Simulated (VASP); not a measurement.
V, 1 atom in the cell. The structure is hexagonal, space group P6/mmm (No. 191). Conventional cell: a = 2.128 Å, b = 2.128 Å, c = 1.991 Å, α = 90.00°, β = 90.00°, γ = 120.00°. Within 2.6 Å of V (site symmetry 6/mmm) lie 8 V at 1.99 to 2.13 Å.  This cell differs from its parent crystal: volume scaled by 0.55.

| Quantity | Value |
| --- | --- |
| Program | VASP 6.6.1 |
| Task | single point |
| Functional | PBE |
| Potentials or basis | VASP PAW PBE potentials, release 64 (V_sv) |
| Cutoff | 520 eV |
| k mesh | 17 × 17 × 15 |
| Occupations | fermi-dirac, width 0.05 eV |
| Spin | no spin polarisation |
| Dipole correction | no |
| Further INCAR settings | ALGO = Normal; EDIFF = 1e-06; NBANDS = 12 |

Potentials or basis: VASP PAW PBE potentials, release 64 (V_sv).

Launch:

```console
$ cat potpaw_PBE.64/V_sv/POTCAR > POTCAR
$ mpirun -np 1 vasp_std > vasp.out
```

Hardware: 1 thread of Intel(R) Xeon(R) 6975P-C (Granite Rapids), with other jobs on the host.

Task: Estimate the wall time of this run.

Result: Run time: 5.1 s on 1 thread of Intel(R) Xeon(R) 6975P-C (Granite Rapids), with other jobs on the host, peak memory 0.13 GiB. Counts: scf iterations 13, k points 264.
